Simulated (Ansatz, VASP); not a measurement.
## Two plane-wave programs on BaTiO3

File INCAR:

```
SYSTEM = BaTiO3
PREC = Accurate ; ENCUT = 520
EDIFF = 1E-6 ; ISMEAR = 0
SIGMA = 0.05 ; LREAL = Auto
LASPH = .True. ; NELM = 100
ALGO = Normal ; ISIF = 2
LWAVE = .False. ; LCHARG = .False.
GGA = PE ; NBANDS = 73
```

File KPOINTS:

```
Automatic mesh
0
Gamma
  7 7 3
  0 0 0
```

File POSCAR:

```
BaTiO3
1.0
    0.0000000000      2.8905577535     -2.9158992878
   -3.9723905816      0.0000000000      0.0000000000
    0.0000000000      8.6716732605      8.7476978635
Ba Ti O
3 3 9
Direct
    0.9884030475      0.0000000000      0.0038656508
    0.9884030475      0.0000000000      0.3371989842
    0.9884030475      0.0000000000      0.6705323175
    0.4721939946      0.5000000000      0.1759353351
    0.4721939946      0.5000000000      0.5092686685
    0.4721939946      0.5000000000      0.8426020018
    0.5127136210      1.0000000000      0.1624287930
    0.5127136210      1.0000000000      0.4957621263
    0.5127136210      1.0000000000      0.8290954597
    0.0236313429      0.5000000000      0.1643873353
    0.0236313429      0.5000000000      0.4977206687
    0.0236313429      0.5000000000      0.8310540020
    0.5068379940      0.5000000000      0.3254562190
    0.5068379940      0.5000000000      0.6587895524
    0.5068379940      0.5000000000      0.9921228857
```

Input for Ansatz:

```yaml
crystal:
  lattice:
    - [0.0, 2.8905577535, -2.9158992878]
    - [-3.9723905816, 0.0, 0.0]
    - [0.0, 8.6716732605, 8.7476978635]
  atoms:
    - { symbol: Ba, position: [0.9884030475, 0.0, 0.0038656508] }
    - { symbol: Ba, position: [0.9884030475, 0.0, 0.3371989842] }
    - { symbol: Ba, position: [0.9884030475, 0.0, 0.6705323175] }
    - { symbol: Ti, position: [0.4721939946, 0.5, 0.1759353351] }
    - { symbol: Ti, position: [0.4721939946, 0.5, 0.5092686685] }
    - { symbol: Ti, position: [0.4721939946, 0.5, 0.8426020018] }
    - { symbol: O, position: [0.512713621, 1.0, 0.162428793] }
    - { symbol: O, position: [0.512713621, 1.0, 0.4957621263] }
    - { symbol: O, position: [0.512713621, 1.0, 0.8290954597] }
    - { symbol: O, position: [0.0236313429, 0.5, 0.1643873353] }
    - { symbol: O, position: [0.0236313429, 0.5, 0.4977206687] }
    - { symbol: O, position: [0.0236313429, 0.5, 0.831054002] }
    - { symbol: O, position: [0.506837994, 0.5, 0.325456219] }
    - { symbol: O, position: [0.506837994, 0.5, 0.6587895524] }
    - { symbol: O, position: [0.506837994, 0.5, 0.9921228857] }
basis:
  ecutwfc: 420
kpoints:
  mp_grid: { grid: [7, 7, 3] }
hamiltonian:
  xc: pbe
scf:
  occupations: { method: gaussian, width: 0.05 }
output:
  forces: true
  stress: true
  eigenvalues: true
  write_density: true
  write_potential: true
  elf: true
  volumetric_format: npy
```

Alike in both runs: task single point; functional PBE; k mesh 7 × 7 × 3; occupations gaussian, width 0.05 eV; no spin polarisation.

|  | VASP | Ansatz |
| --- | --- | --- |
| version | VASP 6.6.1 | Ansatz 0.2.0 |
| potentials or method | VASP PAW PBE potentials, release 64 (Ba_sv, Ti_sv, O), cutoff 520 eV | scalar-relativistic, plane waves, PAW |
| valence electrons in the cell | 120 | 120 |

|  | VASP | Ansatz | Ansatz less VASP |
| --- | --- | --- | --- |
| gap on the k mesh at the Fermi level (eV) | 2.42 | 2.46 | +0.041 |
| least direct gap on the mesh (eV) | 2.89 | 2.90 | +0.013 |
| pressure (GPa) | 1.6 | 0.0 | -1.59 |
| traceless stress, the component that is largest in VASP (GPa) | 0.08 | 0.01 | -0.071 |
| rms of the force components (eV/Å) | 0.035 | 0.001 | -0.0340 |

Atom by atom the forces differ by 0.034 eV/Å (rms over components). The functional is the same, so the differences come from potentials, cutoffs and numerics.

Neither program's run includes spin-orbit coupling.
